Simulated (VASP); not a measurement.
Te2Mo, 6 atoms in the cell. The cell holds a slab with vacuum, 6 atoms: a = 3.504 Å, b = 3.504 Å, c = 47.136 Å, α = 90.00°, β = 90.00°, γ = 120.00°. 

* Program: VASP 6.6.1
* Task: single point
* Functional: PBE
* Dispersion: D3(BJ)
* Potentials or basis: VASP PAW PBE potentials, release 64 (Te, Mo_sv)
* Cutoff: 520 eV
* k mesh: 12 × 12 × 1
* Occupations: gaussian, width 0.02 eV
* Spin: no spin polarisation
* Dipole correction: yes
* Further INCAR settings: ALGO = Normal; EDIFF = 1e-06; NBANDS = 35

Potentials or basis: VASP PAW PBE potentials, release 64 (Te, Mo_sv).

Command:

```console
$ cat potpaw_PBE.64/Te/POTCAR potpaw_PBE.64/Mo_sv/POTCAR > POTCAR
$ mpirun -np 1 vasp_std > vasp.out
```

Hardware: 1 thread of AMD EPYC 7R43 64-Core Processor (Zen 3) (shared host).

Question: Estimate the wall time of this run.

Answer: It took 26 min on 1 thread of AMD EPYC 7R43 64-Core Processor (Zen 3), with other jobs on the host, peak memory 0.74 GiB. Counts: scf iterations 26, k points 19.
